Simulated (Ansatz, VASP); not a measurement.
**One calculation of Mo, two programs**

The input INCAR:

```
SYSTEM = Mo
  ALGO = Normal
  EDIFF = 1E-6
  ENCUT = 520
  GGA = PE
  ISIF = 2
  ISMEAR = -1
  LASPH = .TRUE.
  LCHARG = .FALSE.
  LREAL = .FALSE.
  LWAVE = .FALSE.
  NBANDS = 36
  NELM = 60
  PREC = Accurate
  SIGMA = 0.1
```

Contents of KPOINTS:

```
k-points
0
G
  15 15 4
  0 0 0
```

POSCAR

```
Mo
1.0
    2.6979130904      0.0000000000      0.0000000000
   -1.3489565452      2.3364612735      0.0000000000
    0.0000000000      0.0000000000      9.3870397920
Mo
4
Direct
    0.0000000000      1.0000000000      0.0000000000
    0.0000000000      0.0000000000      0.5000000000
    0.3333333333      0.6666666667      0.2500000000
    0.6666666667      0.3333333333      0.7500000000
```

Input for Ansatz:

```yaml
crystal:
  lattice:
    - [2.6979130904, 0.0, 0.0]
    - [-1.3489565452, 2.3364612735, 0.0]
    - [0.0, 0.0, 9.387039792]
  atoms:
    - { symbol: Mo, position: [0.0, 1.0, 0.0] }
    - { symbol: Mo, position: [0.0, 0.0, 0.5] }
    - { symbol: Mo, position: [0.3333333333, 0.6666666667, 0.25] }
    - { symbol: Mo, position: [0.6666666667, 0.3333333333, 0.75] }
hamiltonian:
  xc: pbe
  pseudopotentials:
    kind: paw
    azcp:
      Mo: "pseudopotentials/Mo.paw.azcp"
basis:
  ecutwfc: 420
  fft_grid_basis: typed
kpoints:
  mp_grid: { grid: [15, 15, 4], shift: [0, 0, 0] }
magnetization:
  spin_polarized: false
scf:
  occupations: { method: fermi_dirac, width: 0.1 }
  lower_state_search: "off"
output:
  stress: true
```

Alike in both runs: task single point; functional PBE; k mesh 15 × 15 × 4; occupations fermi-dirac, width 0.1 eV; no spin polarisation.

|  | VASP | Ansatz |
| --- | --- | --- |
| version | VASP 6.6.1 | Ansatz 0.2.0 |
| potentials or method | VASP PAW PBE potentials, release 64 (Mo_sv), cutoff 520 eV | plane waves (420 eV) with PAW, scalar-relativistic |
| valence electrons in the cell | 56 | 56 |

VASP gave:

```
pressure (GPa)                                                : 24.2
traceless stress, the component that is largest in VASP (GPa) : -2.71
```

What did Ansatz give for the same quantities?

Pressure (GPa): 23.5; traceless stress, the component that is largest in VASP (GPa): -2.63.

With one functional, cell and mesh, what is left measures potentials, basis and numerics.
